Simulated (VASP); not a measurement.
Write the native input for VASP 6.6.1 that does the following.

| Quantity | Value |
| --- | --- |
| Task | single point |
| Functional | PBE |
| Potentials or basis | VASP PAW PBE potentials, release 64 (Li_sv) |
| Cutoff | 520 eV |
| k mesh | 16 × 16 × 16 |
| Occupations | gaussian, width 0.1 eV |
| Spin | no spin polarisation |
| Dipole correction | no |
| Further INCAR settings | ALGO = Fast; EDIFF = 1e-07; NBANDS = 8 |

The structure of Li lies in POSCAR:

```
Li
1.0
    0.0000000000      2.0697517526      2.0697517526
    2.0697517526      0.0000000000      2.0697517526
    2.0697517526      2.0697517526      0.0000000000
Li
1
Direct
    0.0000000000      0.0000000000      0.0000000000
```

This cell differs from its parent crystal: volume scaled by 0.88.

One way to write it, as run:

INCAR

```
PREC = Accurate ; ENCUT = 520
EDIFF = 1E-7 ; ISMEAR = 0
SIGMA = 0.1 ; LREAL = False
LASPH = True ; NELM = 80
ALGO = Fast ; ISIF = 2
LWAVE = False ; LCHARG = False
GGA = PE ; NBANDS = 8
```

KPOINTS

```
Automatic mesh
0
Gamma
  16 16 16
```

Potentials or basis: VASP PAW PBE potentials, release 64 (Li_sv).

The run is started by

```bash
$ cat potpaw_PBE.64/Li_sv/POTCAR > POTCAR
$ mpirun -np 1 vasp_std > vasp.out
```

Run time: 38 s on 1 thread of Intel Xeon 8259CL, with other jobs on the host, peak memory 0.14 GiB.
